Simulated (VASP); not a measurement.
A run of VASP 6.6.1:

Contents of INCAR:

```
ALGO = Normal
EDIFF = 1E-7
ENCUT = 520
GGA = PE
ISIF = 2
ISMEAR = 0
LASPH = T
LCHARG = T
LELF = T
LREAL = F
LVHAR = T
LWAVE = F
NBANDS = 24
NELM = 60
PREC = Accurate
SIGMA = 0.01
```

Contents of KPOINTS:

```
k-points
0
Gamma
  6 6 4
```

File POSCAR:

```
BaS
1.0
    5.4351451024      0.0000000000      0.0000000000
   -2.7175725512      4.7069737320      0.0000000000
    0.0000000000      0.0000000000      6.4465284974
Ba S
2 2
Direct
    0.3333333333      0.6666666667     -0.0625004860
    0.6666666667      0.3333333333      0.4374995140
    0.3333333333      0.6666666667      0.4375004860
    0.6666666667      0.3333333333      0.9375004860
```

Potentials or basis: VASP PAW PBE potentials, release 64 (Ba_sv, S).

The run is started by

```console
$ cat potpaw_PBE.64/Ba_sv/POTCAR potpaw_PBE.64/S/POTCAR > POTCAR
$ mpirun -np 1 vasp_std > vasp.out
```

Hardware: 1 thread of Intel Xeon 8259CL, on a shared host.

**Question.** Estimate the wall time of this run.

**Answer.** It took 2.4 min on 1 thread of Intel Xeon 8259CL, with other jobs on the host, peak memory 0.3 GiB. Counts: scf iterations 16, k points 21.
